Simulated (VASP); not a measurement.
Here is a VASP 6.6.1 calculation.

INCAR

```
PREC     = Accurate       # precision mode
ENCUT    = 600            # plane-wave cutoff, eV
EDIFF    = 1E-6           # SCF threshold, eV
ISMEAR   = 1              # smearing method
SIGMA    = 0.1            # smearing width, eV
LREAL    = False          # projectors in reciprocal space
LASPH    = True           # aspherical terms in the spheres
NELM     = 150            # most SCF steps
ALGO     = Normal         # electronic algorithm
ISIF     = 3              # what is computed and relaxed
LWAVE    = False          # write WAVECAR
LCHARG   = False          # write CHGCAR
ISPIN    = 2              # spin polarisation
MAGMOM   = 7              # initial moments
LORBIT   = 11             # projections on sites
LMAXMIX  = 6              # l up to which the mixer works
LDAU     = True           # DFT+U
LDAUTYPE = 2            
LDAUL    = 3              # shell
LDAUU    = 4              # U, eV
LDAUJ    = 0            
LDAUPRINT= 1            
GGA      = PE             # functional
IBRION   = 2              # ionic algorithm
NSW      = 60             # ionic steps
EDIFFG   = -0.01          # ionic threshold
```

The input KPOINTS:

```
Automatic mesh
0
Gamma
  8 8 8
```

The input POSCAR:

```
Eu
1.0
   -2.3030000000      2.3030000000      2.3030000000
    2.3030000000     -2.3030000000      2.3030000000
    2.3030000000      2.3030000000     -2.3030000000
Eu
1
Direct
    0.0000000000      0.0000000000      0.0000000000
```

Potentials or basis: VASP PAW PBE potentials, release 64 (Eu).

Launch:

```console
$ cat potpaw_PBE.64/Eu/POTCAR > POTCAR
$ mpirun -np 1 vasp_std > vasp.out
```

Estimate the relaxed volume.

46.59 Å³/atom.

Predict the space group after relaxing (to 0.05 Å).

Im-3m (No. 229).

Final structure:
```yaml
crystal:
  lattice:
    - [-2.26672, 2.26672, 2.26672]
    - [2.26672, -2.26672, 2.26672]
    - [2.26672, 2.26672, -2.26672]
  atoms:
    - { symbol: Eu, position: [0.00000, 0.00000, 0.00000] }
```

 The state reached can hang on the start; a lower one may exist.
